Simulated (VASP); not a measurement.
A run of VASP 6.6.1 is set up as follows.

POSCAR

```
PbSe
1.0
    0.0000000000      3.0889948006      3.0889948006
    3.0889948006      0.0000000000      3.0889948006
    3.0889948006      3.0889948006      0.0000000000
Pb Se
1 1
Direct
    0.5000000000      0.5000000000      0.5000000000
    0.0000000000      0.0000000000      0.0000000000
```

The input INCAR.step1:

```
SYSTEM = PbSe
ALGO = Normal ; EDIFF = 1E-4
ENCUT = 520 ; GGA = PE
ISMEAR = 0 ; LASPH = .True.
LCHARG = .False. ; LREAL = .False.
LWAVE = .True. ; NBANDS = 17
NELM = 60 ; PREC = Accurate
SIGMA = 0.05
```

File INCAR.step2:

```
SYSTEM = PbSe
ALGO = Normal ; EDIFF = 1E-7
ENCUT = 520 ; ISIF = 2
ISMEAR = 0 ; ISTART = 1
LASPH = .True. ; LCHARG = .False.
LMIXTAU = .True. ; LREAL = .False.
LWAVE = .False. ; METAGGA = R2SCAN
NBANDS = 17 ; NELM = 60
PREC = Accurate ; SIGMA = 0.05
```

Contents of KPOINTS:

```
k-points
0
Gamma
  10 10 10
  0 0 0
```

Potentials or basis: VASP PAW PBE potentials, release 64 (Pb_d, Se).

Command:

```console
$ cat potpaw_PBE.64/Pb_d/POTCAR potpaw_PBE.64/Se/POTCAR > POTCAR
$ cp INCAR.step1 INCAR
$ mpirun -np 1 vasp_std > vasp.out
$ cp INCAR.step2 INCAR
$ mpirun -np 1 vasp_std > vasp.out
```

(1) Predict the band gap on the k mesh.

(2) Predict the pressure.

## Answers

(1) 0.67 eV, direct.

(2) 0.0 GPa.

Caveat: the PAW data sets were made with another functional, which shifts forces and pressure a little; spin-orbit coupling is left out, which moves the levels of the heavy elements.
